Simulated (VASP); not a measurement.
# W2I3 (P-3m1) in VASP: further runs, part 2 of 2

VASP 6.6.1. The steps go on from the part before.

### 3 Single point, PBE

This run uses another cell than the first one, of 31.20 Å³/atom.

Contents of INCAR:

```
ALGO = Fast ; EDIFF = 1E-6
ENCUT = 520 ; GGA = PE
ISIF = 2 ; ISMEAR = 0
LASPH = T ; LCHARG = F
LREAL = F ; LWAVE = F
NBANDS = 32 ; NELM = 100
PREC = Accurate ; SIGMA = 0.1
```

Contents of KPOINTS:

```
k-points
0
Gamma
  6 6 4
```

Contents of POSCAR:

```
W2I3
1.0
    4.8737967472      0.0000000000      0.0000000000
   -2.4368983736      4.2208317960      0.0000000000
    0.0000000000      0.0000000000      7.5828360560
W I
2 3
Direct
    0.3333333333      0.6666666667      0.2450000000
    0.6666666667      0.3333333333      0.7550000000
    0.0000000000      0.0000000000      0.0000000000
    0.3333333333      0.6666666667      0.6450000000
    0.6666666667      0.3333333333      0.3550000000
```

Potentials or basis: VASP PAW PBE potentials, release 64 (W_sv, I).

On the command line:

```bash
> cat potpaw_PBE.64/W_sv/POTCAR potpaw_PBE.64/I/POTCAR > POTCAR
> mpirun -np 1 vasp_std > vasp.out
```

OUTCAR:

```text
EDIFF = 1E-6
   ENCUT = 520
   GGA = PE
   ISIF = 2
   ISMEAR = 0
   LASPH = T
   LREAL = F
   NELM = 100
   PREC = Accurate

 ion  position               nearest neighbor table
   1  0.333  0.667  0.245-   5 2.93   5 2.93   5 2.93   4 3.03   3 3.37   3 3.37   3 3.37
   2  0.667  0.333  0.755-   4 2.93   4 2.93   4 2.93   5 3.03   3 3.37   3 3.37   3 3.37
   3  0.000  0.000  0.000-   1 3.37   2 3.37   2 3.37   1 3.37   2 3.37   1 3.37
   4  0.333  0.667  0.645-   2 2.93   2 2.93   2 2.93   1 3.03
   5  0.667  0.333  0.355-   1 2.93   1 2.93   1 2.93   2 3.03

  LATTYP: Found a hexagonal cell.
 ALAT       =     4.8737967472
 C/A-ratio  =     1.5558375635

  Lattice vectors:

 A1 = (   4.8737967472,   0.0000000000,   0.0000000000)
 A2 = (  -2.4368983736,   4.2208317960,   0.0000000000)
 A3 = (   0.0000000000,   0.0000000000,   7.5828360560)

Analysis of symmetry for initial positions (statically):
=====================================================================
 Subroutine PRICEL returns:
 Original cell was already a primitive cell.

 Routine SETGRP: Setting up the symmetry group for a
 hexagonal supercell.

 Subroutine GETGRP returns: Found 12 space group operations
 (whereof 12 operations were pure point group operations)
 out of a pool of 24 trial point group operations.

The static configuration has the point symmetry D_3d.

Analysis of symmetry for dynamics (positions and initial velocities):
=====================================================================
 Subroutine PRICEL returns:
 Original cell was already a primitive cell.

 Routine SETGRP: Setting up the symmetry group for a
 hexagonal supercell.

 Subroutine GETGRP returns: Found 12 space group operations
 (whereof 12 operations were pure point group operations)
[... 123 lines left out ...]
   EFERMI_NEDOS =   21; number of points for ismear=-14 and -15
   IALGO  =     68    algorithm
   IMIX   =      4    mixing-type and parameters
     AMIX     =   0.40;   BMIX     =  1.00
     AMIX_MAG =   1.60;   BMIX_MAG =  1.00
  volume/ion in A,a.u.               =      31.20       210.53
  Fermi-wavevector in a.u.,A,eV,Ry     =   1.112862  2.103003 16.850283  1.238461
  Thomas-Fermi vector in A             =   2.249440
   LORBIT       =      0    0 simple, 1 ext, 2 COOP (PROOUT), +10 PAW based schemes
   GGA     = PE    functional components
   LHFCALC =     F    Hartree Fock is set to
   AEXX    =    0.0000 exact exchange contribution
   IVDW    =     0    specifies the selected vdW correction
   LEPSILON=     F    determine dielectric tensor
   LRPA    =     F    only Hartree local field effects (RPA)
 non-spin polarized calculation
 RMM-DIIS sequential band-by-band and
 Gauss-broadening in eV      SIGMA  =   0.10
  energy-cutoff  :      520.00
  volume of cell :      155.99
 maximum number of plane-waves:      4239
   NGX = 19   NGY = 19   NGZ = 29

 number of electron      49.0000004 magnetization

 Free energy of the ion-electron system (eV)
  ---------------------------------------------------
  ext. energy  EPLUGINS =         0.00000000
  ---------------------------------------------------
  free energy    TOTEN  =       -21.22447186 eV

  energy without entropy =      -21.17661690  energy(sigma->0) =      -21.20054438

 E-fermi :   6.3597     XC(G=0):  -9.6063

 val. band max:        6.3591650434   @ k =   0.3333   0.1667   0.2500
 cond. band min:       6.4141052388   @ k =   0.1667  -0.0000   0.2500
 fundamental gap:      0.0549401954
 Fermi energy:         6.3596902336

 k-point     1 :       0.0000    0.0000    0.0000
  band No.  band energies     occupation
      1     -67.9556      2.00000
      2     -67.9556      2.00000
      3     -32.1770      2.00000
      4     -32.1735      2.00000
      5     -32.1246      2.00000
      6     -32.1246      2.00000
[... 829 lines left out ...]
     31       8.6618      0.00000
     32       8.6618      0.00000

------------------------ aborting loop because EDIFF is reached ----------------------------------------

  FORCE on cell =-STRESS in cart. coord.  units (eV):
  Direction    XX          YY          ZZ          XY          YZ          ZX
  --------------------------------------------------------------------------------------
  -------------------------------------------------------------------------------------
  Total      -10.8193604    -10.8193604     -8.5531931      0.0000000      0.0000000      0.0000000
  in kB     -111.1258368   -111.1258368    -87.8499938      0.0000000      0.0000000      0.0000000
  external PRESSURE =    -103.3672224 kB  Pullay stress =       0.0000000 kB

 VOLUME and BASIS-vectors are now :
 -----------------------------------------------------------------------------
  energy-cutoff  :      520.00
  volume of cell :      155.99
      direct lattice vectors                 reciprocal lattice vectors
     4.873796747  0.000000000  0.000000000     0.205178848  0.118460063  0.000000000
    -2.436898374  4.220831796  0.000000000     0.000000000  0.236920126  0.000000000
     0.000000000  0.000000000  7.582836056     0.000000000  0.000000000  0.131876780

 POSITION                                       TOTAL-FORCE (eV/Angst)
 -----------------------------------------------------------------------------------
     -0.00000      2.81389      1.85779        -0.000000      0.000000      0.675194
      2.43690      1.40694      5.72504        -0.000000     -0.000000     -0.675194
      0.00000      0.00000      0.00000         0.000000      0.000000     -0.000000
     -0.00000      2.81389      4.89093         0.000000     -0.000000      0.080867
      2.43690      1.40694      2.69191        -0.000000      0.000000     -0.080867
 -----------------------------------------------------------------------------------
    total drift:                               -0.000000      0.000000     -0.000000

  FREE ENERGIE OF THE ION-ELECTRON SYSTEM (eV)
  ---------------------------------------------------
  free  energy   TOTEN  =       -21.2244718583 eV

  energy  without entropy=      -21.1766169009  energy(sigma->0) =      -21.20054438
```

OSZICAR:

```text
N       E                     dE             d eps       ncg     rms          rms(c)
DAV:   1     0.447981146189E+03    0.44798E+03   -0.24692E+04  1728   0.138E+03
DAV:   2     0.611949875605E+01   -0.44186E+03   -0.42796E+03  1816   0.360E+02
DAV:   3    -0.207935232513E+02   -0.26913E+02   -0.25598E+02  1984   0.801E+01
DAV:   4    -0.217111790319E+02   -0.91766E+00   -0.89507E+00  1792   0.149E+01
DAV:   5    -0.217424053492E+02   -0.31226E-01   -0.31171E-01  2248   0.274E+00    0.132E+01
RMM:   6    -0.212550613654E+02    0.48734E+00   -0.19679E+00  1665   0.608E+00    0.627E+00
RMM:   7    -0.212163230979E+02    0.38738E-01   -0.38087E-01  2028   0.225E+00    0.274E+00
RMM:   8    -0.212246364539E+02   -0.83134E-02   -0.96450E-02  2069   0.147E+00    0.859E-01
RMM:   9    -0.212244242309E+02    0.21222E-03   -0.17251E-02  2061   0.613E-01    0.383E-01
RMM:  10    -0.212243298991E+02    0.94332E-04   -0.39030E-03  1902   0.373E-01    0.106E-01
RMM:  11    -0.212244405191E+02   -0.11062E-03   -0.84016E-04  2166   0.183E-01    0.321E-02
RMM:  12    -0.212244651456E+02   -0.24627E-04   -0.18769E-04  2202   0.845E-02    0.188E-02
RMM:  13    -0.212244693484E+02   -0.42028E-05   -0.31850E-05  1969   0.345E-02    0.540E-03
RMM:  14    -0.212244710118E+02   -0.16634E-05   -0.12875E-05  1736   0.201E-02    0.248E-03
RMM:  15    -0.212244718583E+02   -0.84650E-06   -0.31568E-06  1263   0.743E-03
   1 F= -.21224472E+02 E0= -.21200544E+02  d E =-.478550E-01
```

stdout:

```text
POSCAR found type information on POSCAR W I
 POSCAR found :  2 types and       5 ions
 scaLAPACK will be used
 LDA part: xc-table for (Slater+PW92), standard interpolation
 POSCAR, INCAR and KPOINTS ok, starting setup
 FFT: planning ... GRIDC
 FFT: planning ... GRID_SOFT
 FFT: planning ... GRID
 WAVECAR not read
 entering main loop
```

It took 2 min on 1 thread of Oxide Virtual Turin-like, shared host; peak memory 0.28 GiB.

What came out:

| Quantity | Value |
| --- | --- |
| Free energy | -21.2245 eV |
| Pressure | -10.3 GPa |
| Largest force | 0.675 eV/Å |
| Band gap on the k mesh | zero (an odd number of electrons rules out a gap without spin polarisation) |

Forces in eV/Å, atoms in the order of the input:
```
W    0.000  0.000  0.675
W    0.000  0.000 -0.675
I    0.000  0.000  0.000
I    0.000  0.000  0.081
I    0.000  0.000 -0.081
```

Caveat: the cell stands under tension; spin-orbit coupling is left out, which moves the levels of the heavy elements; an odd number of electrons without spin polarisation forces a metal; a magnetic or distorted state may lie lower.

### 4 Single point, PBE

This run uses another cell than the first one, of 26.41 Å³/atom.

Contents of INCAR:

```
SYSTEM = W2I3
  PREC = Accurate
  ENCUT = 520
  EDIFF = 1E-7
  ISMEAR = 0
  SIGMA = 0.1
  LREAL = .False.
  LASPH = .True.
  NELM = 60
  ALGO = Fast
  ISIF = 2
  LWAVE = .False.
  LCHARG = .False.
  GGA = PE
  NBANDS = 32
```

Contents of KPOINTS:

```
Automatic mesh
0
Gamma
  12 12 6
  0 0 0
```

Contents of POSCAR:

```
W2I3
1.0
    4.4540461473      0.0000000000      0.0000000000
   -2.2270230737      3.8573171132      0.0000000000
    0.0000000000      0.0000000000      7.6867010184
W I
2 3
Direct
    0.3333333333      0.6666666667      0.2689131689
    0.6666666667      0.3333333333      0.7310868311
    0.0000000000      0.0000000000      0.0000000000
    0.3333333333      0.6666666667      0.6341753617
    0.6666666667      0.3333333333      0.3658246383
```

On the command line:

```bash
> cat potpaw_PBE.64/W_sv/POTCAR potpaw_PBE.64/I/POTCAR > POTCAR
> mpirun -np 1 vasp_std > vasp.out
```

Run time: 12 min. Hardware: 1 thread of Oxide Virtual Turin-like, shared host; peak memory 0.47 GiB.

Results (log left out):

- Free energy: -22.4707 eV
- Pressure: -0.1 GPa
- Largest force: 0.011 eV/Å
- Band gap on the k mesh: zero (an odd number of electrons rules out a gap without spin polarisation)

Forces in eV/Å, atoms in the order of the input:
```
W    0.000  0.000  0.011
W    0.000  0.000 -0.011
I    0.000  0.000  0.000
I    0.000  0.000 -0.003
I    0.000  0.000  0.003
```

Levels at points of the mesh, in eV from the Fermi level:
| k point | band 21 | band 22 | band 23 | band 24 | band 25 | band 26 | band 27 | band 28 | band 29 | band 30 |
| --- | --- | --- | --- | --- | --- | --- | --- | --- | --- | --- |
| (0.00, 0.00, 0.00) | -1.17 | -1.17 | -0.37 | -0.37 | -0.37 | 0.32 | 1.03 | 1.46 | 1.46 | 2.45 |
| (0.50, 0.00, 0.00) | -1.67 | -0.59 | -0.51 | -0.47 | -0.33 | 0.24 | 0.50 | 1.15 | 1.83 | 1.85 |
| (0.00, 0.00, 0.50) | -0.93 | -0.93 | -0.80 | -0.80 | -0.09 | 1.00 | 1.84 | 2.38 | 2.38 | 2.72 |
| (0.50, 0.00, 0.50) | -1.27 | -0.69 | -0.59 | -0.46 | -0.10 | 0.14 | 0.59 | 0.72 | 1.32 | 1.49 |

Caveat: spin-orbit coupling is left out, which moves the levels of the heavy elements; an odd number of electrons without spin polarisation forces a metal; a magnetic or distorted state may lie lower.

### 5 The runs side by side

| cell | k mesh | gap on the mesh (eV) | pressure (GPa) | largest force (eV/Å) |
| --- | --- | --- | --- | --- |
| a = 4.450, b = 4.450, c = 7.544 Å, angles 90.0, 90.0, 120.0°, 5 atoms, atomic positions A | 6 × 6 × 2 | none | 0.0 | 0.01 |
| a = 4.874, b = 4.874, c = 7.583 Å, angles 90.0, 90.0, 120.0°, 5 atoms, atomic positions B | 6 × 6 × 4 | none | -10.3 | 0.68 |
| a = 4.454, b = 4.454, c = 7.687 Å, angles 90.0, 90.0, 120.0°, 5 atoms, atomic positions C | 12 × 12 × 6 | none | -0.1 | 0.01 |

Alike in all rows: task single point; level PBE; potentials or basis VASP PAW PBE potentials, release 64 (W_sv, I); no spin polarisation; cutoff (eV) 520; smearing gaussian 0.1 eV.

Caveats: some runs use coarse meshes; spin-orbit coupling is left out, which moves the levels of the heavy elements; an odd number of electrons without spin polarisation forces a metal; a magnetic or distorted state may lie lower; the cell stands under tension (at least some runs).

Absolute energies hang on the potentials; compare differences alone.

The gap in the log of VASP goes by the Fermi energy; the results here count the filled bands.